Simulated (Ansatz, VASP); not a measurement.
# Two plane-wave programs on HCl

```
Cl H
1.0
     8.49019    0.00000    0.00000
     0.00000    8.49019    0.00000
     0.00000    0.00000    8.49019
Cl H
12 12
Direct
  0.14734 0.05002 0.32521
  0.87283 0.79805 0.54965
  0.63150 0.18064 0.28114
  0.31808 0.08617 0.94498
  0.73622 0.95795 0.90814
  0.00367 0.39147 0.60022
  0.47019 0.71425 0.16491
  0.93436 0.71576 0.14354
  0.18158 0.71054 0.83633
  0.53483 0.45672 0.60892
  0.44355 0.88218 0.56254
  0.96289 0.32550 0.02033
  0.21984 0.06544 0.19163
  0.91004 0.77195 0.40295
  0.59532 0.25812 0.40681
  0.26774 0.94537 0.90860
  0.63561 0.05536 0.84728
  0.95445 0.53557 0.60611
  0.56527 0.80904 0.09298
  0.93691 0.56549 0.10997
  0.26609 0.73340 0.71114
  0.55702 0.56876 0.50857
  0.34267 0.93495 0.45952
  0.00180 0.35616 0.87636
```

Alike in both runs: functional r2SCAN; dispersion D3(BJ); k mesh 1 × 1 × 1; occupations fermi-dirac, width 0.02 eV; no spin polarisation.

Ansatz relaxed the structure, and its values are those at the end. VASP's run is a single point on that final structure, the one shown.

|  | VASP | Ansatz |
| --- | --- | --- |
| version | VASP 6.6.1 | Ansatz 0.2.0 |
| potentials or method | VASP PAW PBE potentials, release 64 (Cl, H), cutoff 520 eV | scalar-relativistic, plane waves, PAW |
| valence electrons in the cell | 96 | 96 |

```csv
,VASP,Ansatz,Ansatz less VASP
rms of the force components (eV/Å),0.116,0.089,-0.0274
```

VASP's potentials were made for PBE, not for r2SCAN. Ansatz's warnings: dispersion damping borrowed.
